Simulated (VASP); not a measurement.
Input of a VASP 6.6.1 run:

Contents of INCAR:

```
PREC = Accurate
ENCUT = 500
EDIFF = 1E-6
ISMEAR = 0
SIGMA = 0.01
LREAL = False
LASPH = True
NELM = 120
ALGO = Normal
ISIF = 2
LWAVE = False
LCHARG = False
NBANDS = 16
GGA_COMPAT = False
```

The input KPOINTS:

```
Automatic mesh
0
Gamma
  6 6 6
```

The input POSCAR:

```
ZnS
1.0
    0.0000000000      2.7375567091      2.7375567091
    2.7375567091      0.0000000000      2.7375567091
    2.7375567091      2.7375567091      0.0000000000
Zn S
1 1
Direct
    0.2500000000      0.2500000000      0.2500000000
    0.0000000000      0.0000000000      0.0000000000
```

Potentials or basis: VASP PAW LDA potentials, release 64 (Zn, S).

Run with:

```sh
$ cat potpaw_LDA.64/Zn/POTCAR potpaw_LDA.64/S/POTCAR > POTCAR
$ mpirun -np 1 vasp_std > vasp.out
```

(1) Estimate the pressure.

(2) What does it give for the band gap on the k mesh?

Results:

(1) -6.7 GPa.

(2) 1.72 eV.

Caveat: the cell stands under tension.
